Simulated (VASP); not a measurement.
# BiTe: single point with PBEsol

BiTe:

```xyz
2
Lattice="0.0000 2.8129 2.8129 2.8129 0.0000 2.8129 2.8129 2.8129 0.0000" Properties=species:S:1:pos:R:3 pbc="T T T"
Bi    0.0000    0.0000    0.0000
Te    2.8129    2.8129    2.8129
```

| Quantity | Value |
| --- | --- |
| Program | VASP 6.6.1 |
| Task | single point |
| Functional | PBEsol |
| Potentials or basis | VASP PAW PBE potentials, release 64 (Bi_d, Te) |
| Cutoff | 520 eV |
| k mesh | 12 × 12 × 12 |
| Occupations | gaussian, width 0.1 eV |
| Spin | no spin polarisation |
| Dipole correction | no |
| Further INCAR settings | ALGO = Normal; EDIFF = 1e-06; NBANDS = 18 |

* Pressure: 50.3 GPa
* Band gap on the k mesh: zero (an odd number of electrons rules out a gap without spin polarisation)

Levels at points of the mesh, in eV from the Fermi level:
```tsv
k point	band 7	band 8	band 9	band 10	band 11	band 12	band 13	band 14
(0.00, 0.00, 0.00)	-5.97	-3.88	-3.88	-3.88	2.90	2.90	2.90	3.87
(0.50, 0.00, 0.00)	-13.66	-2.82	-2.82	-1.56	-1.56	-1.17	-1.13	8.33
(0.50, 0.50, 0.00)	-10.13	-9.20	-6.45	-6.45	0.36	5.81	5.81	8.45
```

Wall time 78 s on 1 thread of Intel Xeon 8259CL (shared host), peak memory 0.21 GiB.

Caveat: the cell stands under pressure; the PAW data sets were made with another functional, which shifts forces and pressure a little; spin-orbit coupling is left out, which moves the levels of the heavy elements; an odd number of electrons without spin polarisation forces a metal; a magnetic or distorted state may lie lower.
